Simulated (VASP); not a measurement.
A run of VASP 6.6.1:

INCAR

```
SYSTEM = WC
PREC = Accurate ; ENCUT = 520
EDIFF = 1E-7 ; ISMEAR = -1
SIGMA = 0.08 ; LREAL = .FALSE.
LASPH = .TRUE. ; NELM = 80
ALGO = Normal ; ISIF = 2
LWAVE = .FALSE. ; LCHARG = .FALSE.
GGA = PE ; NBANDS = 16
```

File KPOINTS:

```
Automatic mesh
0
G
  15 15 15
  0 0 0
```

The input POSCAR:

```
WC
1.0
    2.5128374088      0.0000000000      0.0000000000
    0.0000000000      2.5128374088      0.0000000000
    0.0000000000      0.0000000000      2.5128374088
W C
1 1
Direct
    0.0000000000      0.0000000000      0.0000000000
    0.5000000000      0.5000000000      0.5000000000
```

Potentials or basis: VASP PAW PBE potentials, release 64 (W_sv, C).

The run is started by

```console
$ cat potpaw_PBE.64/W_sv/POTCAR potpaw_PBE.64/C/POTCAR > POTCAR
$ mpirun -np 1 vasp_std > vasp.out
```

Hardware: 1 thread of Intel Xeon 8259CL, on a shared host.

**Question.** Estimate the wall time of this run.

**Answer.** It took 30 s on 1 thread of Intel Xeon 8259CL, on a shared host, peak memory 0.15 GiB. Counts: scf iterations 13, k points 120.
